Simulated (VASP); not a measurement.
Runs of VASP 6.6.1 on NbN. The structure is that of space group Fm-3m (No. 225), or close to it. The cells are those of the table. 

```tsv
cell	gap on the mesh (eV)	pressure (GPa)
a = 3.093 Å, angles 60.0°, 2 atoms	none	1.0
a = 3.144 Å, angles 60.0°, 2 atoms	none	(a)
a = 3.114 Å, angles 60.0°, 2 atoms	none	-5.5
a = 3.103 Å, angles 60.0°, 2 atoms	none	-2.4
```

Alike in all rows: task electric field gradients; level PBEsol; potentials or basis VASP PAW PBE potentials, release 64 (Nb_sv, N); no spin polarisation; k mesh 14 × 14 × 14; cutoff (eV) 520; smearing fermi-dirac 0.08 eV.

Estimate the missing entries.

(a) -14.0.

Caveats: the PAW data sets were made with another functional, which shifts forces and pressure a little.

A k mesh can miss the band edges, and the runs leave out spin-orbit coupling on Nb.

A gap of «none» marks levels without a gap at the run's occupations.
